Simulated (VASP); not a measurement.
Set up this calculation in VASP 6.6.1, as the native input.

- Task: single point
- Functional: PBE
- Potentials or basis: VASP PAW PBE potentials, release 64 (Ge_d)
- Cutoff: 500 eV
- k mesh: 10 × 10 × 10
- Occupations: tetrahedron
- Spin: no spin polarisation
- Dipole correction: no
- Further INCAR settings: ALGO = Normal; EDIFF = 1e-06; NBANDS = 13

The structure of Ge lies in POSCAR:

```
Ge
1.0
    0.0000000000      2.0983605250      2.0983605250
    2.0983605250      0.0000000000      2.0983605250
    2.0983605250      2.0983605250      0.0000000000
Ge
1
Direct
    0.0000000000      0.0000000000      0.0000000000
```

The input as run:

INCAR

```
  ALGO = Normal
  EDIFF = 1E-6
  ENCUT = 500
  GGA = PE
  GGA_COMPAT = F
  ISIF = 2
  ISMEAR = -4
  LASPH = T
  LCHARG = F
  LREAL = F
  LWAVE = F
  NBANDS = 13
  NELM = 120
  PREC = Accurate
  SIGMA = 0.1
```

KPOINTS

```
k-points
0
Gamma
  10 10 10
```

Potentials or basis: VASP PAW PBE potentials, release 64 (Ge_d).

Command:

```console
$ cat potpaw_PBE.64/Ge_d/POTCAR > POTCAR
$ mpirun -np 1 vasp_std > vasp.out
```

It gave:

| Item | Value |
| --- | --- |
| Pressure | 6.3 GPa |
| Band gap on the k mesh | zero (band 7 reaches 16.24 eV, above the bottom of band 8 at 4.70 eV) |

Wall time 12 s on 1 thread of AMD EPYC 7R43 64-Core Processor (Zen 3), on a shared host, peak memory 0.1 GiB.
